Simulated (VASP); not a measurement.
# Sc (Fm-3m) in VASP: a series of runs

The runs below take Sc through single point, relaxation of cell and atoms, with LDA.

Everything below comes from runs of VASP 6.6.1. Logs are shortened: lines on timing, memory, paths and dates and some standing lists are left out, and cuts for length are marked.

### Step 1. The cell of the first run

It takes space group Fm-3m (No. 225, cubic). Conventional cell: a = 4.474 Å, b = 4.474 Å, c = 4.474 Å, α = 90.00°, β = 90.00°, γ = 90.00°. Within 4.2 Å of Sc (site symmetry m-3m) lie 12 Sc at 3.16 Å.

This isn't the form of Sc at room conditions, which is hcp.

### Step 2. Single point, LDA

The input, INCAR:

```
  PREC = Accurate
  ENCUT = 500
  EDIFF = 1E-6
  ISMEAR = -1
  SIGMA = 0.05
  LREAL = F
  LASPH = T
  NELM = 120
  ALGO = Normal
  ISIF = 2
  LWAVE = F
  LCHARG = F
  GGA = CA
  NBANDS = 12
  GGA_COMPAT = F
```

The input, KPOINTS:

```
Automatic mesh
0
Gamma
  17 17 17
```

The input, POSCAR:

```
Sc
1.0
    0.0000000000      2.2371318877      2.2371318877
    2.2371318877      0.0000000000      2.2371318877
    2.2371318877      2.2371318877      0.0000000000
Sc
1
Direct
    0.0000000000      0.0000000000      0.0000000000
```

Potentials or basis: VASP PAW LDA potentials, release 64 (Sc_sv).

Started as:

```sh
$ cat potpaw_LDA.64/Sc_sv/POTCAR > POTCAR
$ mpirun -np 1 vasp_std > vasp.out
```

OUTCAR:

```text
PREC = Accurate
   ENCUT = 500
   EDIFF = 1E-6
   ISMEAR = -1
   LREAL = F
   LASPH = T
   NELM = 120
   ISIF = 2
   GGA = CA

 ion  position               nearest neighbor table
   1  0.000  0.000  0.000-

  LATTYP: Found a face centered cubic cell.
 ALAT       =     4.4742637754

  Lattice vectors:

 A1 = (   0.0000000000,   2.2371318877,   2.2371318877)
 A2 = (   2.2371318877,   0.0000000000,   2.2371318877)
 A3 = (   2.2371318877,   2.2371318877,   0.0000000000)

Analysis of symmetry for initial positions (statically):
=====================================================================
 Subroutine PRICEL returns:
 Original cell was already a primitive cell.

 Routine SETGRP: Setting up the symmetry group for a
 face centered cubic supercell.

 Subroutine GETGRP returns: Found 48 space group operations
 (whereof 48 operations were pure point group operations)
 out of a pool of 48 trial point group operations.

The static configuration has the point symmetry O_h .

Analysis of symmetry for dynamics (positions and initial velocities):
=====================================================================
 Subroutine PRICEL returns:
 Original cell was already a primitive cell.

 Routine SETGRP: Setting up the symmetry group for a
 face centered cubic supercell.

 Subroutine GETGRP returns: Found 48 space group operations
 (whereof 48 operations were pure point group operations)
 out of a pool of 48 trial point group operations.

The dynamic configuration has the point symmetry O_h .

 Subroutine INISYM returns: Found 48 space group operations
 (whereof 48 operations are pure point group operations),
 and found     1 'primitive' translations

----------------------------------------------------------------------------------------

                                     Primitive cell

  volume of cell :      22.3926

  direct lattice vectors                    reciprocal lattice vectors
     0.000000000  2.237131888  2.237131888    -0.223500457  0.223500457  0.223500457
     2.237131888  0.000000000  2.237131888     0.223500457 -0.223500457  0.223500457
     2.237131888  2.237131888  0.000000000     0.223500457  0.223500457 -0.223500457

  length of vectors
     3.163782256  3.163782256  3.163782256     0.387114148  0.387114148  0.387114148

  position of ions in fractional coordinates (direct lattice)
     0.000000000  0.000000000  0.000000000

  ion indices of the primitive-cell ions
   primitive index   ion index
                 1           1

----------------------------------------------------------------------------------------

 KPOINTS: Automatic mesh

Automatic generation of k-mesh.
 Grid dimensions read from file:
 generate k-points for:   17   17   17

 Generating k-lattice:

  Cartesian coordinates                     Fractional coordinates (reciprocal lattice)
    -0.013147086  0.013147086  0.013147086     0.058823529  0.000000000  0.000000000
     0.013147086 -0.013147086  0.013147086     0.000000000  0.058823529  0.000000000
     0.013147086  0.013147086 -0.013147086     0.000000000  0.000000000  0.058823529

  Length of vectors
     0.022771420  0.022771420  0.022771420

  Shift w.r.t. Gamma in fractional coordinates (k-lattice)
     0.000000000  0.000000000  0.000000000

 Subroutine IBZKPT returns following result:
 ===========================================

 Found    165 irreducible k-points:

 Following reciprocal coordinates:
            Coordinates               Weight
  0.000000  0.000000  0.000000      1.000000
  0.058824  0.000000  0.000000      8.000000
  0.117647  0.000000  0.000000      8.000000
  0.176471  0.000000  0.000000      8.000000
  0.235294  0.000000  0.000000      8.000000
  0.294118  0.000000  0.000000      8.000000
[... 16 lines left out ...]
 -0.176471  0.058824  0.000000     24.000000
 -0.117647  0.058824  0.000000     24.000000
 [... further k-points ...]
   k-points           NKPTS =    165   k-points in BZ     NKDIM =    165   number of bands    NBANDS=     12
   number of dos      NEDOS =    301   number of ions     NIONS =      1
   total plane-waves  NPLWV =  13824
   dimension x,y,z NGX =    24 NGY =   24 NGZ =   24
   dimension x,y,z NGXF=    48 NGYF=   48 NGZF=   48
   ions per type =               1
   NGX,Y,Z   is equivalent  to a cutoff of  12.61, 12.61, 12.61 a.u.
   NGXF,Y,Z  is equivalent  to a cutoff of  25.22, 25.22, 25.22 a.u.
 SYSTEM =  unknown system
   PREC   = accura    normal or accurate (medium, high low for compatibility)
   ISTART =      0    job   : 0-new  1-cont  2-samecut
   ICHARG =      2    charge: 1-file 2-atom 10-const
   ISPIN  =      1    spin polarized calculation?
   LNONCOLLINEAR =      F non collinear calculations
   LSORBIT =      F    spin-orbit coupling
   LASPH  =      T    aspherical Exc in radial PAW
   ENCUT  =  500.0 eV  36.75 Ry    6.06 a.u.   5.77  5.77  5.77*2*pi/ulx,y,z
   NELM   =    120;   NELMIN=  2; NELMDL= -5     # of ELM steps
   EDIFF  = 0.1E-05   stopping-criterion for ELM
   LREAL  =      F    real-space projection
   EDIFFG = 0.1E-04   stopping-criterion for IOM
   NSW    =      0    number of steps for IOM
   IBRION =     -1    ionic relax: 0-MD 1-quasi-New 2-CG
   NFREE  =      0    steps in history (QN), initial steepest desc. (CG)
   ISIF   =      2    stress and relaxation
   ISYM   =      2    0-nonsym 1-usesym 2-fastsym
   POTIM  = 0.5000    time-step for ionic-motion
   TEBEG  =    0.0;   TEEND  =   0.0 temperature during run
   PSTRESS=    0.0 pullay stress
   NELECT =      11.0000    total number of electrons
   NUPDOWN=      -1.0000    fix difference up-down
   EMIN   =  10.00;   EMAX   =-10.00  energy-range for DOS
   EFERMI =   0.00;   METHOD = LEGACY
   ISMEAR =    -1;   SIGMA  =   0.05  broadening in eV -4-tet -1-fermi 0-gaus
   EFERMI_NEDOS =   21; number of points for ismear=-14 and -15
   IALGO  =     38    algorithm
   IMIX   =      4    mixing-type and parameters
     AMIX     =   0.40;   BMIX     =  1.00
     AMIX_MAG =   1.60;   BMIX_MAG =  1.00
  volume/ion in A,a.u.               =      22.39       151.11
  Fermi-wavevector in a.u.,A,eV,Ry     =   1.291727  2.441010 22.702126  1.668559
  Thomas-Fermi vector in A             =   2.423479
   LORBIT       =      0    0 simple, 1 ext, 2 COOP (PROOUT), +10 PAW based schemes
   GGA     = CA    functional components
   LHFCALC =     F    Hartree Fock is set to
   AEXX    =    0.0000 exact exchange contribution
   IVDW    =     0    specifies the selected vdW correction
   LEPSILON=     F    determine dielectric tensor
   LRPA    =     F    only Hartree local field effects (RPA)
 non-spin polarized calculation
  energy-cutoff  :      500.00
  volume of cell :       22.39
 maximum number of plane-waves:       584
   NGX = 11   NGY = 11   NGZ = 11

 number of electron      11.0000003 magnetization

 Free energy of the ion-electron system (eV)
  ---------------------------------------------------
  ext. energy  EPLUGINS =         0.00000000
  ---------------------------------------------------
  free energy    TOTEN  =        -6.69163151 eV

  energy without entropy =       -6.67808594  energy(sigma->0) =       -6.68485873

 E-fermi :   4.1061     XC(G=0): -10.5408

 val. band max:        4.0889779630   @ k =  -0.4118   0.1765   0.0000
 cond. band min:       4.1272603621   @ k =  -0.2941   0.2941   0.0588
 fundamental gap:      0.0382823991
 Fermi energy:         4.1061114004

 k-point     1 :       0.0000    0.0000    0.0000
  band No.  band energies     occupation
      1     -44.4822      2.00000
      2     -23.1645      2.00000
      3     -23.1645      2.00000
      4     -23.1645      2.00000
      5      -1.2043      2.00000
      6       5.7561      0.00000
      7       5.7561      0.00000
      8       5.7561      0.00000
      9       7.3152      0.00000
     10       7.3152      0.00000
     11      17.2383      0.00000
     12      20.9505      0.00000

 k-point     2 :       0.0588    0.0000    0.0000
  band No.  band energies     occupation
      1     -44.4791      2.00000
      2     -23.1844      2.00000
      3     -23.1670      2.00000
      4     -23.1670      2.00000
      5      -1.1077      2.00000
      6       5.6826      0.00000
      7       5.7936      0.00000
      8       5.7936      0.00000
      9       7.2877      0.00000
     10       7.2877      0.00000
     11      17.3460      0.00000
     12      20.1749      0.00000

 k-point     3 :       0.1176    0.0000    0.0000
  band No.  band energies     occupation
      1     -44.4700      2.00000
      2     -23.2411      2.00000
      3     -23.1741      2.00000
      4     -23.1741      2.00000
      5      -0.8247      2.00000
      6       5.4830      0.00000
      7       5.8891      0.00000
      8       5.8891      0.00000
      9       7.2280      0.00000
     10       7.2280      0.00000
     11      17.5587      0.00000
     12      18.8470      0.00000

 k-point     4 :       0.1765    0.0000    0.0000
  band No.  band energies     occupation
      1     -44.4561      2.00000
      2     -23.3262      2.00000
      3     -23.1848      2.00000
      4     -23.1848      2.00000
      5      -0.3760      2.00000
      6       5.2089      0.00000
      7       5.9847      0.00000
      8       5.9847      0.00000
      9       7.2070      0.00000
     10       7.2070      0.00000
     11      17.0675      0.00000
     12      18.1503      0.00000

 k-point     5 :       0.2353    0.0000    0.0000
  band No.  band energies     occupation
      1     -44.4394      2.00000
      2     -23.4272      2.00000
      3     -23.1977      2.00000
      4     -23.1977      2.00000
      5       0.2009      2.00000
      6       4.9230      0.00000
      7       5.9980      0.00000
      8       5.9980      0.00000
      9       7.3171      0.00000
     10       7.3171      0.00000
     11      15.7684      0.00000
     12      18.0285      0.00000
[... 228 lines left out ...]
      1     -44.4146      2.00000
      2     -23.5608      2.00000
      3     -23.2359      2.00000
      4     -23.2100      2.00000
      5       1.1341      2.00000
      6       4.5960      0.00011
      7       5.8022      0.00000
      8       5.9308      0.00000
      9       7.4564      0.00000
     10       7.9366      0.00000
     11      14.0880      0.00000
     12      17.4952      0.00000

 k-point    22 :      -0.2353    0.0588    0.0000
  band No.  band energies     occupation
      1     -44.4315      2.00000
      2     -23.4633      2.00000
      3     -23.2225      2.00000
      4     -23.1962      2.00000
      5       0.4871      2.00000
      6       4.8004      0.00000
      7       5.9211      0.00000
      8       6.0479      0.00000
      9       7.1478      0.00000
     10       7.6439      0.00000
     11      15.3737      0.00000
     12      17.8766      0.00000

 k-point    23 :      -0.1765    0.0588    0.0000
  band No.  band energies     occupation
      1     -44.4484      2.00000
      2     -23.3635      2.00000
      3     -23.2075      2.00000
      4     -23.1834      2.00000
      5      -0.1175      2.00000
      6       5.0662      0.00000
      7       5.9784      0.00000
      8       6.0697      0.00000
      9       7.0010      0.00000
     10       7.4331      0.00000
     11      16.6994      0.00000
     12      18.0621      0.00000

 k-point    24 :      -0.1176    0.0588    0.0000
  band No.  band energies     occupation
      1     -44.4632      2.00000
      2     -23.2754      2.00000
      3     -23.1924      2.00000
      4     -23.1735      2.00000
      5      -0.6106      2.00000
      6       5.3390      0.00000
      7       5.9433      0.00000
      8       5.9691      0.00000
      9       7.0488      0.00000
     10       7.3414      0.00000
     11      17.6304      0.00000
     12      18.3623      0.00000

 [... further k-points ...]

------------------------ aborting loop because EDIFF is reached ----------------------------------------

  FORCE on cell =-STRESS in cart. coord.  units (eV):
  Direction    XX          YY          ZZ          XY          YZ          ZX
  --------------------------------------------------------------------------------------
  -------------------------------------------------------------------------------------
  Total        0.0020949      0.0020949      0.0020949      0.0000000      0.0000000      0.0000000
  in kB        0.1498865      0.1498865      0.1498865      0.0000000      0.0000000      0.0000000
  external PRESSURE =       0.1498865 kB  Pullay stress =       0.0000000 kB

 VOLUME and BASIS-vectors are now :
 -----------------------------------------------------------------------------
  energy-cutoff  :      500.00
  volume of cell :       22.39
      direct lattice vectors                 reciprocal lattice vectors
     0.000000000  2.237131888  2.237131888    -0.223500457  0.223500457  0.223500457
     2.237131888  0.000000000  2.237131888     0.223500457 -0.223500457  0.223500457
     2.237131888  2.237131888  0.000000000     0.223500457  0.223500457 -0.223500457

 POSITION                                       TOTAL-FORCE (eV/Angst)
 -----------------------------------------------------------------------------------
      0.00000      0.00000      0.00000         0.000000      0.000000      0.000000
 -----------------------------------------------------------------------------------
    total drift:                               -0.000000     -0.000000     -0.000000

  FREE ENERGIE OF THE ION-ELECTRON SYSTEM (eV)
  ---------------------------------------------------
  free  energy   TOTEN  =        -6.6916315089 eV

  energy  without entropy=       -6.6780859432  energy(sigma->0) =       -6.68485873
```

Wall time 17 s (1 thread of AMD EPYC 9R45 (Zen 5), shared host); peak memory 0.13 GiB.

Results:

```
Free energy            : -6.6916 eV
Pressure               : 0.0 GPa
Band gap on the k mesh : zero (an odd number of electrons rules out a gap without spin polarisation)
```

### Step 3. Relaxation of cell and atoms, LDA

This run uses another cell than the first one, of 24.97 Å³/atom.

The input, INCAR:

```
PREC = Accurate ; ENCUT = 500
EDIFF = 1E-7 ; ISMEAR = -1
SIGMA = 0.05 ; LREAL = False
LASPH = True ; NELM = 120
ALGO = Normal ; ISIF = 3
LWAVE = False ; LCHARG = False
IBRION = 2 ; NSW = 80
EDIFFG = -0.02 ; GGA_COMPAT = False
NELMIN = 4
```

The input, KPOINTS:

```
regular mesh
0
Gamma
  17 17 17
```

The input, POSCAR:

```
Sc
1.0
    0.0000000000      2.3200000000      2.3200000000
    2.3200000000      0.0000000000      2.3200000000
    2.3200000000      2.3200000000      0.0000000000
Sc
1
Direct
    0.0000000000      0.0000000000      0.0000000000
```

Potentials or basis: VASP PAW LDA potentials, release 64 (Sc_sv).

Started as:

```sh
$ cat potpaw_LDA.64/Sc_sv/POTCAR > POTCAR
$ mpirun -np 1 vasp_std > vasp.out
```

It took 32 s on 1 thread of AMD EPYC 9R45 (Zen 5), shared host; peak memory 0.13 GiB.

Results (log left out):

```
Free energy                           : -6.6926 eV
Relaxed volume                        : 22.40 Å³/atom
Relaxed cell                          : a = 3.164 Å, b = 3.164 Å, c = 3.164 Å, α = 60.00°, β = 60.00°, γ = 60.00°
Space group after relaxing (to 0.1 Å) : Fm-3m (No. 225)
Energy gained by relaxing             : 46.0 meV/atom
Ionic steps                           : 3
Pressure after relaxing               : 0.0 GPa
Band gap on the k mesh                : zero (an odd number of electrons rules out a gap without spin polarisation)
```

The path:
```
step  energy change (eV)  largest force (eV/Å)  pressure (GPa)  volume (Å³)
   1              0.0000                0.0000           -5.33        24.97
   2             -0.0452                0.0000            0.87        22.09
   3             -0.0460                0.0000            0.01        22.40
```

Final structure:
```
Sc
1.0
     0.00000    2.23754    2.23754
     2.23754    0.00000    2.23754
     2.23754    2.23754    0.00000
Sc
1
Cartesian
  0.0000 0.0000 0.0000
```

Levels at points of the mesh, in eV from the Fermi level:
| k point | band 3 | band 4 | band 5 | band 6 | band 7 | band 8 |
| --- | --- | --- | --- | --- | --- | --- |
| (0.00, 0.00, 0.00) | -27.27 | -27.27 | -5.31 | 1.65 | 1.65 | 1.65 |

The gap in the log of VASP goes by the Fermi energy; the results here count the filled bands.